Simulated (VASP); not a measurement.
# GaSb (F-43m) in VASP: notebook

Aim: see how the results for GaSb move with the level of theory and the settings. Levels: PBEsol+D3(BJ), LDA. Tasks: single point.

Program: VASP 6.6.1. These are calculated values, not measurements. Logs are shortened: lines on timing, memory, paths and dates and some standing lists are left out, and cuts for length are marked.

**1. The cell of the first run**

Symmetry: F-43m, No. 216, cubic system. The conventional cell has a = 6.238 Å, b = 6.238 Å, c = 6.238 Å, α = 90.00°, β = 90.00°, γ = 90.00°. Sb (site symmetry -43m) has 4 Ga at 2.70 Å within 3.6 Å. Ga (site symmetry -43m) has 4 Sb at 2.70 Å within 3.6 Å.

**2. Single point, PBEsol+D3(BJ)**

Input file INCAR:

```
PREC = Accurate ; ENCUT = 520
EDIFF = 1E-7 ; ISMEAR = -1
SIGMA = 0.05 ; LREAL = F
LASPH = T ; NELM = 100
ALGO = Normal ; ISIF = 2
LWAVE = F ; LCHARG = T
GGA = PS ; IVDW = 12
LELF = T ; LVHAR = T
NBANDS = 16
```

Input file KPOINTS:

```
regular mesh
0
Gamma
  8 8 8
```

Input file POSCAR:

```
GaSb
1.0
    0.0000000000      3.1189956238      3.1189956238
    3.1189956238      0.0000000000      3.1189956238
    3.1189956238      3.1189956238      0.0000000000
Sb Ga
1 1
Direct
    0.7500000000      0.7500000000      0.7500000000
    0.0000000000      0.0000000000      0.0000000000
```

Potentials or basis: VASP PAW PBE potentials, release 64 (Sb, Ga_d).

The run is started by

```console
> cat potpaw_PBE.64/Sb/POTCAR potpaw_PBE.64/Ga_d/POTCAR > POTCAR
> mpirun -np 1 vasp_std > vasp.out
```

OUTCAR:

```text
PREC = Accurate
   ENCUT = 520
   EDIFF = 1E-7
   ISMEAR = -1
   LREAL = F
   LASPH = T
   NELM = 100
   ISIF = 2
   GGA = PS
   IVDW = 12
 IVDW          = 12

 ion  position               nearest neighbor table
   1  0.750  0.750  0.750-   2 2.70   2 2.70   2 2.70   2 2.70
   2  0.000  0.000  0.000-   1 2.70   1 2.70   1 2.70   1 2.70

  LATTYP: Found a face centered cubic cell.
 ALAT       =     6.2379912476

  Lattice vectors:

 A1 = (   0.0000000000,   3.1189956238,   3.1189956238)
 A2 = (   3.1189956238,   0.0000000000,   3.1189956238)
 A3 = (   3.1189956238,   3.1189956238,   0.0000000000)

Analysis of symmetry for initial positions (statically):
=====================================================================
 Subroutine PRICEL returns:
 Original cell was already a primitive cell.

 Routine SETGRP: Setting up the symmetry group for a
 face centered cubic supercell.

 Subroutine GETGRP returns: Found 24 space group operations
 (whereof 24 operations were pure point group operations)
 out of a pool of 48 trial point group operations.

The static configuration has the point symmetry T_d .

Analysis of symmetry for dynamics (positions and initial velocities):
=====================================================================
 Subroutine PRICEL returns:
 Original cell was already a primitive cell.

 Routine SETGRP: Setting up the symmetry group for a
 face centered cubic supercell.

 Subroutine GETGRP returns: Found 24 space group operations
 (whereof 24 operations were pure point group operations)
 out of a pool of 48 trial point group operations.

The dynamic configuration has the point symmetry T_d .

 Subroutine INISYM returns: Found 24 space group operations
 (whereof 24 operations are pure point group operations),
 and found     1 'primitive' translations

----------------------------------------------------------------------------------------

                                     Primitive cell

  volume of cell :      60.6840

  direct lattice vectors                    reciprocal lattice vectors
     0.000000000  3.118995624  3.118995624    -0.160308016  0.160308016  0.160308016
     3.118995624  0.000000000  3.118995624     0.160308016 -0.160308016  0.160308016
     3.118995624  3.118995624  0.000000000     0.160308016  0.160308016 -0.160308016

  length of vectors
     4.410925912  4.410925912  4.410925912     0.277661628  0.277661628  0.277661628

  position of ions in fractional coordinates (direct lattice)
     0.750000000  0.750000000  0.750000000
     0.000000000  0.000000000  0.000000000

  ion indices of the primitive-cell ions
   primitive index   ion index
                 1           1
                 2           2

----------------------------------------------------------------------------------------

 KPOINTS: regular mesh

Automatic generation of k-mesh.
 Grid dimensions read from file:
 generate k-points for:    8    8    8

 Generating k-lattice:

  Cartesian coordinates                     Fractional coordinates (reciprocal lattice)
    -0.020038502  0.020038502  0.020038502     0.125000000  0.000000000  0.000000000
     0.020038502 -0.020038502  0.020038502     0.000000000  0.125000000  0.000000000
     0.020038502  0.020038502 -0.020038502     0.000000000  0.000000000  0.125000000

  Length of vectors
     0.034707704  0.034707704  0.034707704

  Shift w.r.t. Gamma in fractional coordinates (k-lattice)
     0.000000000  0.000000000  0.000000000

 Subroutine IBZKPT returns following result:
 ===========================================

 Found     29 irreducible k-points:

 Following reciprocal coordinates:
            Coordinates               Weight
  0.000000  0.000000  0.000000      1.000000
  0.125000  0.000000  0.000000      8.000000
  0.250000  0.000000  0.000000      8.000000
  0.375000  0.000000  0.000000      8.000000
  0.500000  0.000000  0.000000      4.000000
  0.125000  0.125000  0.000000      6.000000
[... 16 lines left out ...]
  0.500000  0.250000  0.125000     48.000000
 -0.375000  0.250000  0.125000     24.000000
 [... further k-points ...]
   k-points           NKPTS =     29   k-points in BZ     NKDIM =     29   number of bands    NBANDS=     16
   number of dos      NEDOS =    301   number of ions     NIONS =      2
   total plane-waves  NPLWV =  46656
   dimension x,y,z NGX =    36 NGY =   36 NGZ =   36
   dimension x,y,z NGXF=    72 NGYF=   72 NGZF=   72
   ions per type =               1   1
   NGX,Y,Z   is equivalent  to a cutoff of  13.57, 13.57, 13.57 a.u.
   NGXF,Y,Z  is equivalent  to a cutoff of  27.14, 27.14, 27.14 a.u.
 SYSTEM =  unknown system
   PREC   = accura    normal or accurate (medium, high low for compatibility)
   ISTART =      0    job   : 0-new  1-cont  2-samecut
   ICHARG =      2    charge: 1-file 2-atom 10-const
   ISPIN  =      1    spin polarized calculation?
   LNONCOLLINEAR =      F non collinear calculations
   LSORBIT =      F    spin-orbit coupling
   LASPH  =      T    aspherical Exc in radial PAW
   ENCUT  =  520.0 eV  38.22 Ry    6.18 a.u.   8.20  8.20  8.20*2*pi/ulx,y,z
   NELM   =    100;   NELMIN=  2; NELMDL= -5     # of ELM steps
   EDIFF  = 0.1E-06   stopping-criterion for ELM
   LREAL  =      F    real-space projection
   EDIFFG = 0.1E-05   stopping-criterion for IOM
   NSW    =      0    number of steps for IOM
   IBRION =     -1    ionic relax: 0-MD 1-quasi-New 2-CG
   NFREE  =      0    steps in history (QN), initial steepest desc. (CG)
   ISIF   =      2    stress and relaxation
   ISYM   =      2    0-nonsym 1-usesym 2-fastsym
   POTIM  = 0.5000    time-step for ionic-motion
   TEBEG  =    0.0;   TEEND  =   0.0 temperature during run
   PSTRESS=    0.0 pullay stress
   NELECT =      18.0000    total number of electrons
   NUPDOWN=      -1.0000    fix difference up-down
   EMIN   =  10.00;   EMAX   =-10.00  energy-range for DOS
   EFERMI =   0.00;   METHOD = LEGACY
   ISMEAR =    -1;   SIGMA  =   0.05  broadening in eV -4-tet -1-fermi 0-gaus
   EFERMI_NEDOS =   21; number of points for ismear=-14 and -15
   IALGO  =     38    algorithm
   IMIX   =      4    mixing-type and parameters
     AMIX     =   0.40;   BMIX     =  1.00
     AMIX_MAG =   1.60;   BMIX_MAG =  1.00
  volume/ion in A,a.u.               =      30.34       204.76
  Fermi-wavevector in a.u.,A,eV,Ry     =   1.091794  2.063192 16.218352  1.192015
  Thomas-Fermi vector in A             =   2.228047
   LORBIT       =      0    0 simple, 1 ext, 2 COOP (PROOUT), +10 PAW based schemes
   GGA     = PS    functional components
   LHFCALC =     F    Hartree Fock is set to
   AEXX    =    0.0000 exact exchange contribution
   IVDW    =    12    specifies the selected vdW correction
   LEPSILON=     F    determine dielectric tensor
   LRPA    =     F    only Hartree local field effects (RPA)
 non-spin polarized calculation
  energy-cutoff  :      520.00
  volume of cell :       60.68
 maximum number of plane-waves:      1660
 NGX is ok and might be reduce to    36
   NGX = 17   NGY = 17   NGZ = 17

 number of electron      17.9999993 magnetization

 Free energy of the ion-electron system (eV)
  ---------------------------------------------------
  ext. energy  EPLUGINS =         0.00000000
  ---------------------------------------------------
  free energy    TOTEN  =        -8.11748566 eV

  energy without entropy =       -8.11688197  energy(sigma->0) =       -8.11718381

 E-fermi :   4.1926     XC(G=0):  -9.0147

 val. band max:        4.1575188813   @ k =   0.0000   0.0000   0.0000
 cond. band min:       4.3888540988   @ k =   0.5000   0.0000   0.0000
 fundamental gap:      0.2313352175
 Fermi energy:         4.1926445020

 k-point     1 :       0.0000    0.0000    0.0000
  band No.  band energies     occupation
      1     -10.7369      2.00000
      2     -10.7369      2.00000
      3     -10.7369      2.00000
      4     -10.6950      2.00000
      5     -10.6950      2.00000
      6      -6.9557      2.00000
[... 8 lines left out ...]
     15      12.6416      0.00000
     16      12.6416      0.00000

 k-point     2 :       0.1250    0.0000    0.0000
  band No.  band energies     occupation
      1     -10.7402      2.00000
      2     -10.7354      2.00000
      3     -10.7354      2.00000
      4     -10.6952      2.00000
      5     -10.6952      2.00000
      6      -6.8067      2.00000
[... 8 lines left out ...]
     15      11.8696      0.00000
     16      11.8696      0.00000

 k-point     3 :       0.2500    0.0000    0.0000
  band No.  band energies     occupation
      1     -10.7481      2.00000
      2     -10.7321      2.00000
      3     -10.7321      2.00000
      4     -10.6953      2.00000
      5     -10.6953      2.00000
      6      -6.3845      2.00000
[... 8 lines left out ...]
     15      11.6501      0.00000
     16      11.6501      0.00000

 k-point     4 :       0.3750    0.0000    0.0000
  band No.  band energies     occupation
      1     -10.7558      2.00000
      2     -10.7292      2.00000
      3     -10.7292      2.00000
      4     -10.6950      2.00000
      5     -10.6950      2.00000
      6      -5.8069      2.00000
[... 8 lines left out ...]
     15      12.5422      0.00000
     16      12.5422      0.00000
[... 324 lines left out ...]
 k-point    22 :       0.3750    0.2500    0.1250
  band No.  band energies     occupation
      1     -10.7561      2.00000
      2     -10.7282      2.00000
      3     -10.7271      2.00000
      4     -10.6981      2.00000
      5     -10.6938      2.00000
      6      -6.0169      2.00000
[... 8 lines left out ...]
     15      12.9167      0.00000
     16      13.1987      0.00000

 k-point    23 :       0.5000    0.2500    0.1250
  band No.  band energies     occupation
      1     -10.7614      2.00000
      2     -10.7263      2.00000
      3     -10.7243      2.00000
      4     -10.6980      2.00000
      5     -10.6941      2.00000
      6      -5.4663      2.00000
[... 8 lines left out ...]
     15      12.6582      0.00000
     16      14.0491      0.00000

 k-point    24 :      -0.3750    0.2500    0.1250
  band No.  band energies     occupation
      1     -10.7633      2.00000
      2     -10.7257      2.00000
      3     -10.7232      2.00000
      4     -10.6974      2.00000
      5     -10.6947      2.00000
      6      -5.1478      2.00000
[... 8 lines left out ...]
     15      13.5987      0.00000
     16      14.0201      0.00000

 [... further k-points ...]

------------------------ aborting loop because EDIFF is reached ----------------------------------------

 Edisp (eV)   -0.61179

 E8    (eV) :    -0.4227

  FORCE on cell =-STRESS in cart. coord.  units (eV):
  Direction    XX          YY          ZZ          XY          YZ          ZX
  --------------------------------------------------------------------------------------
  -------------------------------------------------------------------------------------
  Total      -1.60813    -1.60813    -1.60813     0.00000     0.00000     0.00000
  in kB     -42.45792   -42.45792   -42.45792     0.00000     0.00000     0.00000
  external pressure =      -42.46 kB  Pullay stress =        0.00 kB

 VOLUME and BASIS-vectors are now :
 -----------------------------------------------------------------------------
  energy-cutoff  :      520.00
  volume of cell :       60.68
      direct lattice vectors                 reciprocal lattice vectors
     0.000000000  3.118995624  3.118995624    -0.160308016  0.160308016  0.160308016
     3.118995624  0.000000000  3.118995624     0.160308016 -0.160308016  0.160308016
     3.118995624  3.118995624  0.000000000     0.160308016  0.160308016 -0.160308016

 POSITION                                       TOTAL-FORCE (eV/Angst)
 -----------------------------------------------------------------------------------
      4.67849      4.67849      4.67849         0.000000      0.000000      0.000000
      0.00000      0.00000      0.00000        -0.000000     -0.000000     -0.000000
 -----------------------------------------------------------------------------------
    total drift:                               -0.000000     -0.000000     -0.000000

  FREE ENERGIE OF THE ION-ELECTRON SYSTEM (eV)
  ---------------------------------------------------
  free  energy   TOTEN  =        -8.7292715505 eV

  energy  without entropy=       -8.7286678604  energy(sigma->0) =       -8.72896971
```

It took 60 s on 1 thread of AMD EPYC 7R13, shared host; peak memory 0.19 GiB.

Results:

* Free energy: -8.7293 eV
* Pressure: -4.2 GPa
* Band gap on the k mesh: zero (filled and empty bands touch)
* Dispersion energy per atom: -0.306 eV

Caveat: the PAW data sets were made with another functional, which shifts forces and pressure a little; spin-orbit coupling is left out, which moves the levels of the heavy elements; pairwise dispersion overbinds metals, which lowers pressure and volume.

**3. Single point, LDA**

Input file INCAR:

```
ALGO = Normal
EDIFF = 1E-6
ENCUT = 520
GGA = CA
ISIF = 2
ISMEAR = -1
LASPH = True
LCHARG = False
LREAL = False
LWAVE = False
NBANDS = 16
NELM = 100
PREC = Accurate
SIGMA = 0.05
```

Input file KPOINTS:

```
k-points
0
Gamma
  8 8 8
```

POSCAR is that of step 2.

Potentials or basis: VASP PAW LDA potentials, release 64 (Sb, Ga_d).

The run is started by

```console
> cat potpaw_LDA.64/Sb/POTCAR potpaw_LDA.64/Ga_d/POTCAR > POTCAR
> mpirun -np 1 vasp_std > vasp.out
```

It took 56 s on 1 thread of AMD EPYC 7R13, shared host; peak memory 0.15 GiB.

The run converged. Its results:

```
Free energy            : -8.5975 eV
Pressure               : -4.0 GPa
Band gap on the k mesh : zero (filled and empty bands touch)
```

Levels at points of the mesh, in eV from the Fermi level:
```
           k point  band 5  band 6  band 7  band 8  band 9  band 10  band 11  band 12  band 13  band 14
(0.00, 0.00, 0.00)  -15.03  -11.16   -0.56   -0.03   -0.03    -0.03     2.73     2.73     2.73     5.51
(0.50, 0.00, 0.00)  -15.03   -9.68   -6.16   -1.09   -1.09     0.15     3.68     3.68     6.30     8.78
(0.50, 0.50, 0.00)  -15.02   -8.94   -6.62   -2.41   -2.41     0.85     1.23     8.17     8.17     9.39
```

Caveat: spin-orbit coupling is left out, which moves the levels of the heavy elements.
